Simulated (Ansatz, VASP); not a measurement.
One calculation of PbSe, two programs

```
CELL_PARAMETERS angstrom
13.21982 0.00000 0.00000
0.00000 4.45645 0.00000
0.00000 0.00000 4.41518
ATOMIC_POSITIONS crystal
Pb 0.85974 0.75000 0.74558
Pb 0.35974 0.75000 0.75442
Pb 0.14026 0.25000 0.25442
Pb 0.64026 0.25000 0.24558
Se 0.63661 0.75000 0.74979
Se 0.13661 0.75000 0.75021
Se 0.36339 0.25000 0.25021
Se 0.86339 0.25000 0.24979
```

Alike in both runs: functional PBE; k mesh 3 × 8 × 8; occupations fermi-dirac, width 0.01 eV; no spin polarisation.

Ansatz relaxed the structure, and its values are those at the end. VASP's run is a single point on that final structure, the one shown.

|  | VASP | Ansatz |
| --- | --- | --- |
| version | VASP 6.6.1 | Ansatz 0.2.0 |
| potentials or method | VASP PAW PBE potentials, release 64 (Pb_d, Se) | plane-wave PAW, scalar-relativistic |
| plane-wave cutoff (eV) | 520 | 420 |
| valence electrons in the cell | 80 | 120 |

```csv
,VASP,Ansatz,Ansatz less VASP
gap on the k mesh at the Fermi level (eV),0.96,0.95,-0.001
pressure (GPa),-1.4,-1.4,+0.01
rms of the force components (eV/Å),0.002,0.003,+0.0006
```

VASP's potentials hold 80 valence electrons a cell and Ansatz's 120, so a difference there can come from the potentials and not from the codes. Ansatz's warnings: stress scf threshold loose.

Neither program's run includes spin-orbit coupling.
